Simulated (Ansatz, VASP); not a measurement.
**Two plane-wave programs on YSe**

```
Y Se
1.0
     0.00000    2.83614    2.83614
     2.83614    0.00000    2.83614
     2.83614    2.83614    0.00000
Y Se
1 1
Direct
  0.00000 0.00000 0.00000
  0.50000 0.50000 0.50000
```

Change from the starting cell: volume scaled by 0.96, PAW files.

Alike in both runs: task electric field gradients; functional LDA; k mesh 7 × 7 × 7; occupations fermi-dirac, width 0.03 eV; no spin polarisation.

```csv
,VASP,Ansatz
version,VASP 6.6.1,Ansatz 0.2.0
potentials or method,"VASP PAW LDA potentials, release 64 (Y_sv, Se)","PAW with Ansatz's default frozen-core files, scalar-relativistic"
plane-wave cutoff (eV),520,420
valence electrons in the cell,17,27
```

VASP gave:

| Quantity | Value |
| --- | --- |
| pressure (GPa) | -1.2 |

Question: Which values does Ansatz return?

Answer: Pressure (GPa): -1.4.

LDA's correlation is that of Perdew and Zunger in VASP and of Perdew and Wang (1992) in Ansatz. VASP's potentials hold 17 valence electrons a cell and Ansatz's 27, so a difference there can come from the potentials and not from the codes.
